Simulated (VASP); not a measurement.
# As (Fm-3m) in VASP: further runs, part 2 of 2

VASP 6.6.1.

**4. Density of states, LDA**

This run uses another cell than the first one, of 18.14 Å³/atom, 2.500 times its volume.

Contents of POSCAR:

```
As
1.0
    0.0000000000      2.0856342800      2.0856342800
    2.0856342800      0.0000000000      2.0856342800
    2.0856342800      2.0856342800      0.0000000000
As
1
Direct
    0.0000000000      0.0000000000      0.0000000000
```

Contents of INCAR.step1:

```
  PREC = Accurate
  ENCUT = 520
  EDIFF = 1E-7
  ISMEAR = -1
  SIGMA = 0.1
  LREAL = F
  LASPH = T
  NELM = 80
  ALGO = Normal
  ISIF = 2
  LWAVE = F
  LCHARG = T
  GGA = CA
  NBANDS = 8
```

Contents of KPOINTS.step1:

```
Automatic mesh
0
Gamma
  17 17 17
```

Contents of INCAR.step2:

```
  PREC = Accurate
  ENCUT = 520
  EDIFF = 1E-7
  ISMEAR = -5
  SIGMA = 0.1
  LREAL = F
  LASPH = T
  NELM = 80
  ALGO = Normal
  ISIF = 2
  LWAVE = F
  LCHARG = F
  GGA = CA
  LORBIT = 11
  NBANDS = 8
  NEDOS = 1001
  ICHARG = 11
```

Contents of KPOINTS.step2:

```
Automatic mesh
0
Gamma
  26 26 26
```

Potentials or basis: VASP PAW LDA potentials, release 64 (As).

Launch:

```sh
$ cat potpaw_LDA.64/As/POTCAR > POTCAR
$ cp INCAR.step1 INCAR
$ cp KPOINTS.step1 KPOINTS
$ mpirun -np 1 vasp_std > vasp.out
$ cp INCAR.step2 INCAR
$ cp KPOINTS.step2 KPOINTS
$ mpirun -np 1 vasp_std > vasp.out
```

OUTCAR:

```text
PREC = Accurate
   ENCUT = 520
   EDIFF = 1E-7
   ISMEAR = -5
   LREAL = F
   LASPH = T
   NELM = 80
   ISIF = 2
   GGA = CA
   LORBIT = 11
   ICHARG = 11

 ion  position               nearest neighbor table
   1  0.000  0.000  0.000-

  LATTYP: Found a face centered cubic cell.
 ALAT       =     4.1712685600

  Lattice vectors:

 A1 = (   0.0000000000,   2.0856342800,   2.0856342800)
 A2 = (   2.0856342800,   0.0000000000,   2.0856342800)
[... 442 lines left out ...]
      5      17.5204      0.00000
      6      18.6721      0.00000
      7      19.4931      0.00000
      8      22.0865      0.00000

 [... further k-points ...]
[... 5 lines left out ...]
  --------------------------------------------------------------------------------------
  -------------------------------------------------------------------------------------
  Total        0.0232765      0.0232765      0.0232765     -0.0000000      0.0000000     -0.0000000
  in kB        2.0553382      2.0553382      2.0553382     -0.0000000      0.0000000     -0.0000000
  external PRESSURE =       2.0553382 kB  Pullay stress =       0.0000000 kB

 VOLUME and BASIS-vectors are now :
 -----------------------------------------------------------------------------
  energy-cutoff  :      520.00
  volume of cell :       18.14
      direct lattice vectors                 reciprocal lattice vectors
     0.000000000  2.085634280  2.085634280    -0.239735223  0.239735223  0.239735223
     2.085634280  0.000000000  2.085634280     0.239735223 -0.239735223  0.239735223
     2.085634280  2.085634280  0.000000000     0.239735223  0.239735223 -0.239735223

 POSITION                                       TOTAL-FORCE (eV/Angst)
 -----------------------------------------------------------------------------------
      0.00000      0.00000      0.00000         0.000000      0.000000      0.000000
 -----------------------------------------------------------------------------------
    total drift:                                0.000000     -0.000000     -0.000000

  FREE ENERGIE OF THE ION-ELECTRON SYSTEM (eV)
  ---------------------------------------------------
  free  energy   TOTEN  =        -4.8928579977 eV

  energy  without entropy=       -4.8928579977  energy(sigma->0) =       -4.89285800

 total charge

# of ion       s       p       d       tot
------------------------------------------
    1        1.358   1.232   0.058   2.648
```

OUTCAR.step1:

```text
PREC = Accurate
   ENCUT = 520
   EDIFF = 1E-7
   ISMEAR = -1
   LREAL = F
[... 480 lines left out ...]

 POSITION                                       TOTAL-FORCE (eV/Angst)
 -----------------------------------------------------------------------------------
      0.00000      0.00000      0.00000         0.000000      0.000000      0.000000
 -----------------------------------------------------------------------------------
    total drift:                                0.000000     -0.000000     -0.000000

  FREE ENERGIE OF THE ION-ELECTRON SYSTEM (eV)
  ---------------------------------------------------
  free  energy   TOTEN  =        -4.9007599508 eV

  energy  without entropy=       -4.8798300656  energy(sigma->0) =       -4.89029501
```

Run time: 18 s. Hardware: 1 thread of Intel Xeon 6975P-C (Granite Rapids), shared host; peak memory 0.18 GiB.

What came out:

```yaml
Valence_electrons_inside_the_program's_atomic_spheres: As 2.65
```

Levels at points of the mesh, in eV from the Fermi level:
| k point | band 1 | band 2 | band 3 | band 4 | band 5 | band 6 |
| --- | --- | --- | --- | --- | --- | --- |
| (0.00, 0.00, 0.00) | -15.61 | 6.03 | 6.03 | 6.03 | 12.58 | 12.58 |
| (0.50, 0.00, 0.00) | -10.92 | -7.11 | 4.22 | 4.22 | 10.11 | 11.47 |
| (0.50, 0.50, 0.00) | -8.92 | -5.97 | 0.51 | 0.51 | 5.07 | 5.65 |

Caveat: tetrahedron occupations give inexact forces and stress in metals.

**5. Density of states, LDA**

This run uses another cell than the first one, of 18.14 Å³/atom, 2.500 times its volume.

POSCAR is that of step 4.

Contents of INCAR.step1:

```
SYSTEM = As
PREC = Accurate ; ENCUT = 520
EDIFF = 1E-7 ; ISMEAR = -1
SIGMA = 0.1 ; LREAL = .False.
LASPH = .True. ; NELM = 80
ALGO = Normal ; ISIF = 2
LWAVE = .False. ; LCHARG = .True.
GGA = CA ; NBANDS = 8
```

Contents of KPOINTS.step1:

```
Automatic mesh
0
Gamma
  17 17 17
  0 0 0
```

Contents of INCAR.step2:

```
SYSTEM = As
PREC = Accurate ; ENCUT = 520
EDIFF = 1E-7 ; ISMEAR = -5
SIGMA = 0.1 ; LREAL = .False.
LASPH = .True. ; NELM = 80
ALGO = Normal ; ISIF = 2
LWAVE = .False. ; LCHARG = .False.
GGA = CA ; LORBIT = 10
NEDOS = 1001 ; ICHARG = 11
```

Contents of KPOINTS.step2:

```
Automatic mesh
0
Gamma
  26 26 26
  0 0 0
```

Launch:

```sh
$ cat potpaw_LDA.64/As/POTCAR > POTCAR
$ cp INCAR.step1 INCAR
$ cp KPOINTS.step1 KPOINTS
$ mpirun -np 1 vasp_std > vasp.out
$ cp INCAR.step2 INCAR
$ cp KPOINTS.step2 KPOINTS
$ mpirun -np 1 vasp_std > vasp.out
```

Run time: 15 s. Hardware: 1 thread of Intel Xeon 6975P-C (Granite Rapids), shared host; peak memory 0.17 GiB.

Results (log left out):

```yaml
Valence_electrons_inside_the_program's_atomic_spheres: As 2.65
```

Levels at points of the mesh, in eV from the Fermi level:
```
           k point  band 1  band 2  band 3  band 4  band 5  band 6
(0.00, 0.00, 0.00)  -15.61    6.03    6.03    6.03   12.58   12.58
(0.50, 0.00, 0.00)  -10.92   -7.11    4.22    4.22   10.11   11.47
(0.50, 0.50, 0.00)   -8.92   -5.97    0.51    0.51    5.07    5.65
```

Caveat: tetrahedron occupations give inexact forces and stress in metals.
